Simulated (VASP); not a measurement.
Write the native input for VASP 6.6.1 that does the following.

* Task: single point
* Functional: PBEsol
* Potentials or basis: VASP PAW PBE potentials, release 64 (I)
* Cutoff: 520 eV
* k mesh: 6 × 6 × 3
* Occupations: fermi-dirac, width 0.03 eV
* Spin: no spin polarisation
* Dipole correction: no
* Further INCAR settings: ALGO = Normal; EDIFF = 1e-07; NBANDS = 22

The structure of I lies in POSCAR:

```
I
1.0
    3.6275000000     -2.3975000000      0.0000000000
    3.6275000000      2.3975000000      0.0000000000
    0.0000000000      0.0000000000      9.7800000000
I
4
Direct
    0.8500000000      0.1500000000      0.1170000000
    0.6500000000      0.3500000000      0.6170000000
    0.1500000000      0.8500000000      0.8830000000
    0.3500000000      0.6500000000      0.3830000000
```

The input as run:

INCAR

```
  PREC = Accurate
  ENCUT = 520
  EDIFF = 1E-7
  ISMEAR = -1
  SIGMA = 0.03
  LREAL = F
  LASPH = T
  NELM = 100
  ALGO = Normal
  ISIF = 2
  LWAVE = F
  LCHARG = F
  GGA = PS
  NBANDS = 22
```

KPOINTS

```
regular mesh
0
Gamma
  6 6 3
```

Potentials or basis: VASP PAW PBE potentials, release 64 (I).

Launch:

```bash
$ cat potpaw_PBE.64/I/POTCAR > POTCAR
$ mpirun -np 1 vasp_std > vasp.out
```

Results of the run:

- Pressure: -0.3 GPa
- Largest force: 0.551 eV/Å
- Band gap on the k mesh: 1.22 eV, indirect (least direct gap 1.33 eV)

Caveat: the PAW data sets were made with another functional, which shifts forces and pressure a little; spin-orbit coupling is left out, which moves the levels of the heavy elements.

It took 49 s on 1 thread of AMD EPYC 9R45 96-Core Processor (Zen 5), with other jobs on the host, peak memory 0.25 GiB.
